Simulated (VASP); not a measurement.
A run of VASP 6.6.1:

File POSCAR:

```
CF4
1.0
   -3.2340170882      3.2340170882      1.1203483492
    3.2340170882     -3.2340170882      1.1203483492
    3.2340170882      3.2340170882     -1.1203483492
C F
1 4
Direct
    0.0000000000      0.0000000000      0.0000000000
    0.2811067997      0.5448569352      0.8259637349
    0.5448569352      0.7188932003      0.2637501354
    0.4551430648      0.2811067997      0.7362498646
    0.7188932003      0.4551430648      0.1740362651
```

File INCAR.step1:

```
PREC = Accurate
ENCUT = 520
ISMEAR = -1
SIGMA = 0.03
LREAL = F
LASPH = T
NELM = 80
NBANDS = 24
GGA = PE
ALGO = Normal
EDIFF = 1E-4
LWAVE = T
LCHARG = F
```

File INCAR.step2:

```
PREC = Accurate
ENCUT = 520
EDIFF = 1E-7
ISMEAR = -1
SIGMA = 0.03
LREAL = F
LASPH = T
NELM = 80
ALGO = Normal
ISIF = 2
LWAVE = F
LCHARG = F
METAGGA = R2SCAN
LMIXTAU = T
LUSE_VDW = T
IVDW_NL = 2
BPARAM = 11.95
CPARAM = 0.0093
NBANDS = 24
ISTART = 1
```

Contents of KPOINTS:

```
regular mesh
0
Gamma
  10 10 10
```

Potentials or basis: VASP PAW PBE potentials, release 64 (C, F).

Command:

```bash
$ cat potpaw_PBE.64/C/POTCAR potpaw_PBE.64/F/POTCAR > POTCAR
$ cp INCAR.step1 INCAR
$ mpirun -np 1 vasp_std > vasp.out
$ cp INCAR.step2 INCAR
$ mpirun -np 1 vasp_std > vasp.out
```

Hardware: 1 thread of Intel(R) Xeon(R) Platinum 8375C CPU @ 2.90GHz (Ice Lake) (shared host).

Task: Estimate the wall time of this run.

Result: Wall time 15 min on 1 thread of Intel(R) Xeon(R) Platinum 8375C CPU @ 2.90GHz (Ice Lake), on a shared host, peak memory 0.46 GiB. Counts: k points 144.
